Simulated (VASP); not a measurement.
# SrTiO3 (P4mm) in VASP: further runs, part 2 of 2

VASP 6.6.1. The steps go on from the part before.

## 3. Single point, PBEsol (atoms displaced along several vibrational modes)

Contents of INCAR:

```
PREC     = Accurate       # precision mode
ENCUT    = 520            # plane-wave cutoff, eV
EDIFF    = 1E-7           # SCF threshold, eV
ISMEAR   = 0              # smearing method
SIGMA    = 0.05           # smearing width, eV
LREAL    = False          # projectors in reciprocal space
LASPH    = True           # aspherical terms in the spheres
NELM     = 80             # most SCF steps
ALGO     = Normal         # electronic algorithm
ISIF     = 2              # what is computed and relaxed
LWAVE    = False          # write WAVECAR
LCHARG   = False          # write CHGCAR
GGA      = PS             # functional
NBANDS   = 28             # bands
```

Contents of KPOINTS:

```
regular mesh
0
Gamma
  8 8 8
```

Contents of POSCAR:

```
SrTiO3
1.0
    3.8913815400      0.0000000000      0.0000000000
    0.0000000000      3.8913815400      0.0000000000
    0.0000000000      0.0000000000      3.8913815400
Sr Ti O
1 1 3
Direct
    0.0419666119      0.0000000000      0.0000000000
    0.4468406546      0.5000000000      0.5000000000
   -0.0189218937      0.5000000000      0.5000000000
    0.4740669801      0.0000000000      0.5000000000
    0.4740669801      0.5000000000      0.0000000000
```

Potentials or basis: VASP PAW PBE potentials, release 64 (Sr_sv, Ti_sv, O).

Command:

```sh
$ cat potpaw_PBE.64/Sr_sv/POTCAR potpaw_PBE.64/Ti_sv/POTCAR potpaw_PBE.64/O/POTCAR > POTCAR
$ mpirun -np 1 vasp_std > vasp.out
```

OUTCAR:

```text
PREC = Accurate
   ENCUT = 520
   EDIFF = 1E-7
   ISMEAR = 0
   LREAL = False
   LASPH = True
   NELM = 80
   ISIF = 2
   GGA = PS

 ion  position               nearest neighbor table
   1  0.042  0.000  0.000-   4 2.57   5 2.57   4 2.57   5 2.57   3 2.76   3 2.76   3 2.76   3 2.76
                             4 2.94   5 2.94   4 2.94   5 2.94   2 3.17   2 3.17   2 3.17   2 3.17
   2  0.447  0.500  0.500-   3 1.81   4 1.95   5 1.95   5 1.95   4 1.95   3 2.08   1 3.17   1 3.17
                             1 3.17   1 3.17   1 3.60   1 3.60   1 3.60   1 3.60
   3  0.981  0.500  0.500-   2 1.81   2 2.08   1 2.76   1 2.76   1 2.76   1 2.76
   4  0.474  0.000  0.500-   2 1.95   2 1.95   1 2.57   1 2.57   1 2.94   1 2.94
[... 951 lines left out ...]
  Total        2.0326139      1.3104722      1.3104722      0.0000000      0.0000000      0.0000000
  in kB       55.2654911     35.6309120     35.6309120      0.0000000      0.0000000      0.0000000
  external PRESSURE =      42.1757717 kB  Pullay stress =       0.0000000 kB

 VOLUME and BASIS-vectors are now :
 -----------------------------------------------------------------------------
  energy-cutoff  :      520.00
  volume of cell :       58.93
      direct lattice vectors                 reciprocal lattice vectors
     3.891381540  0.000000000  0.000000000     0.256978143  0.000000000  0.000000000
     0.000000000  3.891381540  0.000000000     0.000000000  0.256978143  0.000000000
     0.000000000  0.000000000  3.891381540     0.000000000  0.000000000  0.256978143

 POSITION                                       TOTAL-FORCE (eV/Angst)
 -----------------------------------------------------------------------------------
      0.16331      0.00000      0.00000        -1.324693     -0.000000      0.000000
      1.73883      1.94569      1.94569         1.466386     -0.000000     -0.000000
      3.81775      1.94569      1.94569        -0.364027      0.000000      0.000000
      1.84478      0.00000      1.94569         0.111167     -0.000000      0.000000
      1.84478      1.94569      0.00000         0.111167     -0.000000      0.000000
 -----------------------------------------------------------------------------------
    total drift:                               -0.000044      0.000000     -0.000001

  FREE ENERGIE OF THE ION-ELECTRON SYSTEM (eV)
  ---------------------------------------------------
  free  energy   TOTEN  =       -41.7757438558 eV

  energy  without entropy=      -41.7757438558  energy(sigma->0) =      -41.77574386
```

OSZICAR:

```text
N       E                     dE             d eps       ncg     rms          rms(c)
DAV:   1     0.428983941387E+03    0.42898E+03   -0.21161E+04  4200   0.159E+03
DAV:   2    -0.427840025606E+01   -0.43326E+03   -0.41271E+03  4732   0.438E+02
DAV:   3    -0.490210399860E+02   -0.44743E+02   -0.44340E+02  5792   0.136E+02
DAV:   4    -0.511755917127E+02   -0.21546E+01   -0.21499E+01  6364   0.259E+01
DAV:   5    -0.512248331650E+02   -0.49241E-01   -0.49232E-01  5836   0.345E+00    0.290E+01
DAV:   6    -0.418659460732E+02    0.93589E+01   -0.48352E+01  5976   0.652E+01    0.169E+01
DAV:   7    -0.418723531539E+02   -0.64071E-02   -0.76929E+00  5568   0.213E+01    0.124E+01
DAV:   8    -0.418831347204E+02   -0.10782E-01   -0.16600E+00  5056   0.142E+01    0.315E+00
DAV:   9    -0.417837813349E+02    0.99353E-01   -0.42226E-01  5108   0.671E+00    0.109E+00
DAV:  10    -0.417811394999E+02    0.26418E-02   -0.88945E-02  5852   0.212E+00    0.726E-01
DAV:  11    -0.417757763521E+02    0.53631E-02   -0.24641E-02  6172   0.157E+00    0.128E-01
DAV:  12    -0.417757804946E+02   -0.41424E-05   -0.18631E-03  5000   0.523E-01    0.111E-01
DAV:  13    -0.417757451556E+02    0.35339E-04   -0.48809E-04  6408   0.164E-01    0.413E-02
DAV:  14    -0.417757475626E+02   -0.24070E-05   -0.62681E-05  5284   0.868E-02    0.217E-02
DAV:  15    -0.417757441248E+02    0.34378E-05   -0.12222E-05  5568   0.333E-02    0.137E-02
DAV:  16    -0.417757438260E+02    0.29878E-06   -0.50154E-06  5164   0.210E-02    0.291E-03
DAV:  17    -0.417757438558E+02   -0.29727E-07   -0.86868E-07  5548   0.861E-03
   1 F= -.41775744E+02 E0= -.41775744E+02  d E =-.273013E-28
```

stdout:

```text
POSCAR found type information on POSCAR SrTiO
 POSCAR found :  3 types and       5 ions
 scaLAPACK will be used
 -----------------------------------------------------------------------------
|                                                                             |
|                                                                             |
|     You enforced a specific xc type in the INCAR file but a different       |
|     I HOPE YOU KNOW WHAT YOU ARE DOING!                                     |
|                                                                             |
 -----------------------------------------------------------------------------

 LDA part: xc-table for (Slater+PW92), standard interpolation
 POSCAR, INCAR and KPOINTS ok, starting setup
 FFT: planning ... GRIDC
 FFT: planning ... GRID_SOFT
 FFT: planning ... GRID
 WAVECAR not read
 entering main loop
```

It took 60 s on 1 thread of Intel Xeon 6975P-C (Granite Rapids), shared host; peak memory 0.25 GiB.

What came out:

```yaml
Free_energy: -41.7757 eV
Pressure: 4.2 GPa
Largest_force: 1.466 eV/Å
Band_gap_on_the_k_mesh: 1.87 eV (least direct gap 2.30 eV)
```

Forces in eV/Å, atoms in the order of the input:
```
Sr  -1.325  0.000  0.000
Ti   1.466  0.000  0.000
O   -0.364  0.000  0.000
O    0.111  0.000  0.000
O    0.111  0.000  0.000
```

Levels at points of the mesh, in eV from the valence-band top:
```csv
k point,band 16,band 17,band 18,band 19,band 20,band 21,band 22,band 23,band 24,band 25
"(0.00, 0.00, 0.00)",-1.35,-1.19,-0.46,-0.43,-0.43,1.87,2.25,2.25,4.58,4.79
"(0.50, 0.00, 0.00)",-2.34,-2.34,-2.01,-0.69,-0.69,2.05,4.07,4.07,4.59,6.83
"(0.00, 0.50, 0.00)",-2.47,-2.35,-1.59,-0.92,-0.74,2.44,3.93,4.01,4.73,6.73
"(0.50, 0.50, 0.00)",-2.85,-1.70,-1.51,-1.46,-0.05,3.94,4.11,4.51,5.59,7.93
"(0.00, 0.50, 0.50)",-2.72,-1.72,-1.72,-1.65,-0.10,4.05,4.05,4.35,5.58,7.87
"(0.50, 0.50, 0.50)",-3.74,-3.63,-0.01,0.00,0.00,4.61,4.66,4.66,6.88,7.21
```

Caveat: the cell differs from its parent crystal (atoms displaced along several vibrational modes); the cell stands under pressure; the PAW data sets were made with another functional, which shifts forces and pressure a little.

## 4. Single point, PBEsol (atoms displaced along several vibrational modes)

Contents of INCAR:

```
PREC = Accurate ; ENCUT = 520
EDIFF = 1E-6 ; ISMEAR = 0
SIGMA = 0.05 ; LREAL = False
LASPH = True ; NELM = 80
ALGO = Normal ; ISIF = 2
LWAVE = False ; LCHARG = False
GGA = PS ; NBANDS = 28
```

Contents of KPOINTS:

```
Automatic mesh
0
Gamma
  8 8 8
```

Contents of POSCAR:

```
SrTiO3
1.0
    3.8913815400      0.0000000000      0.0000000000
    0.0000000000      3.8913815400      0.0000000000
    0.0000000000      0.0000000000      3.8913815400
Sr Ti O
1 1 3
Direct
    0.0187954701      0.0000000000      0.0000000000
    0.4941691951      0.5000000000      0.5000000000
   -0.0257196998      0.5000000000      0.5000000000
    0.4701148048      0.0000000000      0.5000000000
    0.4701148048      0.5000000000      0.0000000000
```

Command:

```sh
$ cat potpaw_PBE.64/Sr_sv/POTCAR potpaw_PBE.64/Ti_sv/POTCAR potpaw_PBE.64/O/POTCAR > POTCAR
$ mpirun -np 1 vasp_std > vasp.out
```

It took 66 s on 1 thread of Intel Xeon 6975P-C (Granite Rapids), shared host; peak memory 0.25 GiB.

The run converged. Its results:

* Free energy: -41.9909 eV
* Pressure: 1.6 GPa
* Largest force: 0.432 eV/Å
* Band gap on the k mesh: 1.87 eV (least direct gap 2.27 eV)

Forces in eV/Å, atoms in the order of the input:
```
Sr  -0.432  0.000  0.000
Ti   0.243  0.000  0.000
O    0.091  0.000  0.000
O    0.049  0.000  0.000
O    0.049  0.000  0.000
```

Stress tensor (GPa, compression positive):
```
2.69 0.00 0.00
0.00 1.12 0.00
0.00 0.00 1.12
```

Levels at points of the mesh, in eV from the valence-band top:
```csv
k point,band 17,band 18,band 19,band 20,band 21,band 22,band 23,band 24
"(0.00, 0.00, 0.00)",-1.23,-0.42,-0.42,-0.40,1.87,2.08,2.08,4.50
"(0.50, 0.00, 0.00)",-2.43,-2.06,-0.70,-0.70,2.06,3.95,3.95,4.51
"(0.00, 0.50, 0.00)",-2.32,-2.00,-0.84,-0.75,2.21,3.85,3.88,4.56
"(0.50, 0.50, 0.00)",-1.68,-1.57,-1.56,-0.07,3.88,3.96,4.34,5.48
"(0.00, 0.50, 0.50)",-1.68,-1.57,-1.57,-0.11,3.89,3.89,4.35,5.39
"(0.50, 0.50, 0.50)",-3.73,-0.01,0.00,0.00,4.57,4.58,4.58,6.93
```

Caveat: the cell differs from its parent crystal (atoms displaced along several vibrational modes); the PAW data sets were made with another functional, which shifts forces and pressure a little.

## 5. Single point, PBEsol (atoms displaced along several vibrational modes)

INCAR is that of step 4.

KPOINTS is that of step 4.

Contents of POSCAR:

```
SrTiO3
1.0
    3.8913815400      0.0000000000      0.0000000000
    0.0000000000      3.8913815400      0.0000000000
    0.0000000000      0.0000000000      3.8913815400
Sr Ti O
1 1 3
Direct
   -0.0115766142      0.0000000000      0.0000000000
    0.5236514214      0.5000000000      0.5000000000
   -0.0034014993      0.5000000000      0.5000000000
    0.4980199055      0.0000000000      0.5000000000
    0.4980199055      0.5000000000      0.0000000000
```

Command:

```sh
$ cat potpaw_PBE.64/Sr_sv/POTCAR potpaw_PBE.64/Ti_sv/POTCAR potpaw_PBE.64/O/POTCAR > POTCAR
$ mpirun -np 1 vasp_std > vasp.out
```

Run time: 64 s. Hardware: 1 thread of Intel Xeon 6975P-C (Granite Rapids), shared host; peak memory 0.25 GiB.

Results (log left out):

* Free energy: -41.9834 eV
* Pressure: 1.5 GPa
* Largest force: 0.614 eV/Å
* Band gap on the k mesh: 1.83 eV (least direct gap 2.32 eV)

Forces in eV/Å, atoms in the order of the input:
```
Sr   0.431  0.000  0.000
Ti  -0.614  0.000  0.000
O    0.216  0.000  0.000
O   -0.016  0.000  0.000
O   -0.016  0.000  0.000
```

Stress tensor (GPa, compression positive):
```
2.76 0.00 0.00
0.00 0.89 0.00
0.00 0.00 0.89
```

Levels at points of the mesh, in eV from the valence-band top:
```csv
k point,band 16,band 17,band 18,band 19,band 20,band 21,band 22,band 23,band 24,band 25
"(0.00, 0.00, 0.00)",-1.34,-1.23,-0.50,-0.49,-0.49,1.83,2.06,2.06,4.47,4.58
"(0.50, 0.00, 0.00)",-2.49,-2.49,-2.10,-0.74,-0.74,2.02,3.93,3.93,4.48,6.73
"(0.00, 0.50, 0.00)",-2.43,-2.41,-2.01,-0.96,-0.84,2.24,3.84,3.87,4.56,6.61
"(0.50, 0.50, 0.00)",-2.94,-1.75,-1.61,-1.60,-0.17,3.85,3.94,4.33,5.45,7.87
"(0.00, 0.50, 0.50)",-2.94,-1.77,-1.74,-1.74,-0.10,3.89,3.89,4.29,5.40,7.79
"(0.50, 0.50, 0.50)",-3.86,-3.80,-0.07,-0.07,0.00,4.52,4.54,4.54,6.76,6.90
```

Caveat: the cell differs from its parent crystal (atoms displaced along several vibrational modes); the PAW data sets were made with another functional, which shifts forces and pressure a little. A k mesh can miss the band edges.

## 6. Single point, PBEsol (atoms displaced along several vibrational modes)

Contents of INCAR:

```
ALGO     = Normal         # electronic algorithm
EDIFF    = 1E-6           # SCF threshold, eV
ENCUT    = 520            # plane-wave cutoff, eV
GGA      = PS             # functional
ISIF     = 2              # what is computed and relaxed
ISMEAR   = 0              # smearing method
LASPH    = T              # aspherical terms in the spheres
LCHARG   = F              # write CHGCAR
LREAL    = F              # projectors in reciprocal space
LWAVE    = F              # write WAVECAR
NBANDS   = 28             # bands
NELM     = 60             # most SCF steps
PREC     = Accurate       # precision mode
SIGMA    = 0.05           # smearing width, eV
```

Contents of KPOINTS:

```
k-points
0
Gamma
  8 8 8
```

Contents of POSCAR:

```
SrTiO3
1.0
    3.8913815400      0.0000000000      0.0000000000
    0.0000000000      3.8913815400      0.0000000000
    0.0000000000      0.0000000000      3.8913815400
Sr Ti O
1 1 3
Direct
   -0.0079671862      0.0000000000      0.0000000000
    0.5325617296      0.5000000000      0.5000000000
   -0.0179620988      0.5000000000      0.5000000000
    0.4820872607      0.0000000000      0.5000000000
    0.4820872607      0.5000000000      0.0000000000
```

Potentials or basis: VASP PAW PBE potentials, release 64 (Sr_sv, Ti_sv, O).

Command:

```sh
$ cat potpaw_PBE.64/Sr_sv/POTCAR potpaw_PBE.64/Ti_sv/POTCAR potpaw_PBE.64/O/POTCAR > POTCAR
$ mpirun -np 1 vasp_std > vasp.out
```

Run time: 63 s. Hardware: 1 thread of Intel Xeon 6975P-C (Granite Rapids), shared host; peak memory 0.26 GiB.

The run converged. Its results:

| Property | Result |
| --- | --- |
| Free energy | -41.9093 eV |
| Pressure | 3.4 GPa |
| Largest force | 1.913 eV/Å |
| Band gap on the k mesh | 1.88 eV (least direct gap 2.53 eV) |

Forces on the atoms (eV/Å):
```
Sr   0.473  0.000  0.000
Ti  -1.913  0.000  0.000
O    1.238  0.000  0.000
O    0.101  0.000  0.000
O    0.101  0.000  0.000
```

Stress tensor (GPa, compression positive):
```
8.49 0.00 0.00
0.00 0.85 0.00
0.00 0.00 0.85
```

Levels at points of the mesh, in eV from the valence-band top:
```
           k point  band 16  band 17  band 18  band 19  band 20  band 21  band 22  band 23  band 24  band 25
(0.00, 0.00, 0.00)    -1.75    -1.32    -0.84    -0.65    -0.65     1.88     2.55     2.55     4.60     4.87
(0.50, 0.00, 0.00)    -2.65    -2.48    -2.19    -0.75    -0.75     2.07     4.16     4.16     4.59     6.88
(0.00, 0.50, 0.00)    -2.38    -2.36    -2.06    -1.43    -1.11     2.73     3.81     3.94     4.84     6.44
(0.50, 0.50, 0.00)    -2.92    -1.76    -1.64    -1.61    -0.35     3.85     4.18     4.37     5.53     7.73
(0.00, 0.50, 0.50)    -3.02    -1.98    -1.98    -1.82    -0.10     3.96     3.96     4.28     5.30     7.63
(0.50, 0.50, 0.50)    -3.99    -3.78    -0.25    -0.25     0.00     4.47     4.57     4.57     6.47     6.86
```

Caveat: the cell differs from its parent crystal (atoms displaced along several vibrational modes); the stress differs along the axes, from 1 to 8 GPa; the PAW data sets were made with another functional, which shifts forces and pressure a little.

## 7. The runs side by side

| cell | gap on the mesh (eV) | pressure (GPa) | largest force (eV/Å) |
| --- | --- | --- | --- |
| as given, atomic positions A | 1.87 | 9.9 | 6.62 |
| as given, atomic positions B | 1.87 | 4.2 | 1.47 |
| as given, atomic positions C | 1.87 | 1.6 | 0.43 |
| as given, atomic positions D | 1.83 | 1.5 | 0.61 |
| as given, atomic positions E | 1.88 | 3.4 | 1.91 |

Alike in all rows: task single point; level PBEsol; potentials or basis VASP PAW PBE potentials, release 64 (Sr_sv, Ti_sv, O); no spin polarisation; k mesh 8 × 8 × 8; cutoff (eV) 520; smearing gaussian 0.05 eV.

Caveats: the PAW data sets were made with another functional, which shifts forces and pressure a little; the stress differs along the axes, from 3 to 23 GPa (at least some runs); the cell stands under pressure (at least some runs); the stress differs along the axes, from 1 to 8 GPa (at least some runs).

Total energies depend on the potentials used, so only differences within one code and one set of settings carry meaning.
